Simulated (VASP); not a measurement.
Runs of VASP 6.6.1 on CdTe. The structure is that of space group F-43m (No. 216), or close to it. The cells are those of the table. 

| task | cell | k mesh | smearing | gap on the mesh (eV) | pressure (GPa) |
| --- | --- | --- | --- | --- | --- |
| single point | a = 4.642 Å, angles 60.0°, 2 atoms | 6 × 6 × 6 | gaussian 0.1 eV | (a) | 1.1 |
| relaxation of cell and atoms | relaxed from a = 4.681 Å, angles 60.0°, 2 atoms | 10 × 10 × 10 | gaussian 0.02 eV | 0.57 | 0.0 |
| single point | a = 4.681 Å, angles 60.0°, 2 atoms | 10 × 10 × 10 | gaussian 0.02 eV | 0.58 | 0.1 |
| single point | a = 4.681 Å, angles 60.0°, 2 atoms | 8 × 8 × 8 | gaussian 0.02 eV | 0.58 | 0.1 |

Alike in all rows: level PBE; potentials or basis VASP PAW PBE potentials, release 64 (Cd, Te); no spin polarisation; cutoff (eV) 500.

Task: Estimate the missing entries.

Result: (a) 0.65.

Caveats: semilocal functionals underestimate gaps, and a narrow one can read as zero; spin-orbit coupling is left out, which moves the levels of the heavy elements.

A k mesh can miss the band edges, and the runs leave out spin-orbit coupling on Cd, Te.
